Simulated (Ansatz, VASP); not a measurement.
**YGaC2N2 in VASP and in Ansatz**

```
Y Ga C N
1.0
     3.26949   -1.68157    0.00000
     3.26949    1.68157    0.00000
    -0.34368    0.00000    7.31233
Y Ga C N
1 1 2 2
Direct
  0.00000 0.00000 0.50000
  0.00000 0.00000 0.00000
  0.58780 0.58780 0.17939
  0.41220 0.41220 0.82061
  0.68004 0.68004 0.33597
  0.31996 0.31996 0.66403
```

Alike in both runs: task relaxation of cell and atoms; functional PBE; k mesh 6 × 6 × 4; occupations gaussian, width 0.1 eV; no spin polarisation.

|  | VASP | Ansatz |
| --- | --- | --- |
| version | VASP 6.6.1 | Ansatz 0.2.0 |
| potentials or method | VASP PAW PBE potentials, release 64 (Y_sv, Ga_d, C, N), cutoff 600 eV | scalar-relativistic, plane waves, PAW |
| valence electrons in the cell | 42 | 42 |

Ansatz gave:

* gap on the k mesh at the Fermi level, each at its own relaxed structure (eV): none
* relaxed volume (Å³/atom): 13.40
* relaxed cell length with the largest relative difference (Å): 7.334

Task: Estimate VASP's values.

Result: gap on the k mesh at the Fermi level, each at its own relaxed structure (eV): none; relaxed volume (Å³/atom): 13.39; relaxed cell length with the largest relative difference (Å): 7.322.

A gap of «none» marks a metal or a gap that the smearing closes.
